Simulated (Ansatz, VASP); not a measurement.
**Two plane-wave programs on SnO**

```xyz
4
Lattice="3.3550 0.0000 0.0000 0.0000 5.6741 0.0000 0.0000 0.0000 4.2220" Properties=species:S:1:pos:R:3 pbc="T T T"
Sn   -0.2165    1.0994    1.9500
Sn    1.4610    4.1417   -0.1610
O     0.0000    5.0570    3.1110
O     1.6775    0.6171    1.0000
```

Change from the starting cell: all Sn atoms moved -0.375 Å, as atom 1 along Cartesian [1 1 1].

Alike in both runs: task single point; functional r2SCAN; k mesh 8 × 6 × 6; occupations gaussian, width 0.05 eV; no spin polarisation.

|  | VASP | Ansatz |
| --- | --- | --- |
| version | VASP 6.6.1 | Ansatz 0.2.0 |
| potentials or method | VASP PAW PBE potentials, release 64 (Sn_d, O), cutoff 520 eV | scalar-relativistic, plane waves, PAW |
| valence electrons in the cell | 40 | 40 |

|  | VASP | Ansatz | Ansatz less VASP |
| --- | --- | --- | --- |
| gap on the k mesh at the Fermi level (eV) | 1.40 | 1.42 | +0.017 |
| least direct gap on the mesh (eV) | 1.71 | 1.73 | +0.017 |
| pressure (GPa) | 7.6 | 7.2 | -0.41 |
| traceless stress, the component that is largest in VASP (GPa) | 10.35 | 10.15 | -0.206 |
| rms of the force components (eV/Å) | 2.779 | 2.734 | -0.0456 |

VASP's potentials were made for PBE, not for r2SCAN. Atom by atom the forces differ by 0.067 eV/Å (rms over components). The functional is the same, so the differences come from potentials, cutoffs and numerics.
